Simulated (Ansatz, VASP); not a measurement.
Sc2AlF3 in VASP and in Ansatz

INCAR

```
PREC     = Accurate       # precision mode
ENCUT    = 520            # plane-wave cutoff, eV
EDIFF    = 1E-6           # SCF threshold, eV
ISMEAR   = 0              # smearing method
SIGMA    = 0.1            # smearing width, eV
LREAL    = F              # projectors in reciprocal space
LASPH    = T              # aspherical terms in the spheres
NELM     = 80             # most SCF steps
ALGO     = Normal         # electronic algorithm
ISIF     = 2              # what is computed and relaxed
LWAVE    = F              # write WAVECAR
LCHARG   = T              # write CHGCAR
GGA      = PE             # functional
LELF     = T              # ELF
LVHAR    = T            
NBANDS   = 32             # bands
```

Contents of KPOINTS:

```
regular mesh
0
Gamma
  6 6 4
```

Contents of POSCAR:

```
Sc2AlF3
1.0
    4.4008950000      0.0000000000      0.0000000000
   -2.2004475000      3.8112868700      0.0000000000
    0.0000000000      0.0000000000      6.0279049600
Sc Al F
2 1 3
Direct
    0.3333333300      0.6666666700      0.5000000000
    0.6666666700      0.3333333300      0.5000000000
    0.0000000000      0.0000000000      0.5000000000
    0.3333333300      0.6666666700      0.0000000000
    0.6666666700      0.3333333300      0.0000000000
    0.0000000000      0.0000000000      0.0000000000
```

Input for Ansatz:

```yaml
crystal:
  lattice:
    - [4.400895, 0.0, 0.0]
    - [-2.2004475, 3.81128687, 0.0]
    - [0.0, 0.0, 6.02790496]
  atoms:
    - { symbol: Sc, position: [0.33333333, 0.66666667, 0.5] }
    - { symbol: Sc, position: [0.66666667, 0.33333333, 0.5] }
    - { symbol: Al, position: [0.0, 0.0, 0.5] }
    - { symbol: F, position: [0.33333333, 0.66666667, 0.0] }
    - { symbol: F, position: [0.66666667, 0.33333333, 0.0] }
    - { symbol: F, position: [0.0, 0.0, 0.0] }
basis:
  ecutwfc: 420
kpoints:
  mp_grid: { grid: [6, 6, 4] }
hamiltonian:
  xc: pbe
scf:
  occupations: { method: gaussian, width: 0.1 }
  lower_state_search: "off"
output:
  forces: true
  stress: true
  eigenvalues: true
```

Alike in both runs: task single point; functional PBE; k mesh 6 × 6 × 4; occupations gaussian, width 0.1 eV; no spin polarisation.

```csv
,VASP,Ansatz
version,VASP 6.6.1,Ansatz 0.2.0
potentials or method,"VASP PAW PBE potentials, release 64 (Sc_sv, Al, F), cutoff 520 eV","scalar-relativistic, plane waves, PAW"
valence electrons in the cell,46,46
```

|  | VASP | Ansatz | Ansatz less VASP |
| --- | --- | --- | --- |
| gap on the k mesh at the Fermi level (eV) | none | none | - |
| pressure (GPa) | 12.2 | 12.3 | +0.06 |
| traceless stress, the component that is largest in VASP (GPa) | -45.45 | -45.35 | +0.106 |

A gap of «none» marks a metal or a gap that the smearing closes. The functional is the same, so the differences come from potentials, cutoffs and numerics.
